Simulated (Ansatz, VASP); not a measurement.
## Two plane-wave programs on Mg

```
CELL_PARAMETERS angstrom
3.30223 0.00000 0.00000
-1.65111 2.85981 0.00000
0.00000 0.00000 10.73369
ATOMIC_POSITIONS crystal
Mg 0.00000 0.00000 0.00000
Mg 0.00000 0.00000 0.50000
Mg 0.33333 0.66667 0.25000
Mg 0.66667 0.33333 0.75000
```

Alike in both runs: task single point; functional r2SCAN; k mesh 13 × 13 × 4; occupations fermi-dirac, width 0.1 eV; no spin polarisation.

```csv
,VASP,Ansatz
version,VASP 6.6.1,Ansatz 0.2.0
potentials or method,"VASP PAW PBE potentials, release 64 (Mg), cutoff 520 eV","plane waves (500 eV) with PAW, scalar-relativistic"
valence electrons in the cell,8,40
```

```csv
,VASP,Ansatz,Ansatz less VASP
pressure (GPa),-3.7,-3.5,+0.22
```

VASP's potentials were made for PBE, not for r2SCAN. VASP's potentials hold 8 valence electrons a cell and Ansatz's 40, so a difference there can come from the potentials and not from the codes.
